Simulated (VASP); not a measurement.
InP: single point with LDA

The system is InP.

```xyz
2
Lattice="0.0000 2.9134 2.9134 2.9134 0.0000 2.9134 2.9134 2.9134 0.0000" Properties=species:S:1:pos:R:3 pbc="T T T"
In    0.0000    0.0000    0.0000
P     1.4567    1.4567    1.4567
```

```
Program                : VASP 6.6.1
Task                   : single point
Functional             : LDA
Potentials or basis    : VASP PAW LDA potentials, release 64 (In_d, P)
Cutoff                 : 500 eV
k mesh                 : 10 × 10 × 10
Occupations            : gaussian, width 0.02 eV
Spin                   : no spin polarisation
Dipole correction      : no
Further INCAR settings : ALGO = Normal; EDIFF = 1e-06; NBANDS = 16
```

```
Pressure               : 0.0 GPa
Band gap on the k mesh : 0.61 eV
```

Levels at points of the mesh, in eV from the valence-band top:
```
           k point  band 7  band 8  band 9  band 10  band 11  band 12
(0.00, 0.00, 0.00)    0.00    0.00    0.00     0.61     3.96     3.96
(0.50, 0.00, 0.00)   -5.92   -1.02   -1.02     1.37     4.71     4.71
(0.50, 0.50, 0.00)   -5.94   -2.42   -2.42     1.57     2.12     9.10
```

It took 56 s on 1 thread of AMD EPYC 7R43 64-Core Processor (Zen 3) (shared host), peak memory 0.13 GiB.

Caveat: semilocal functionals underestimate gaps, and a narrow one can read as zero; spin-orbit coupling is left out, which moves the levels of the heavy elements.
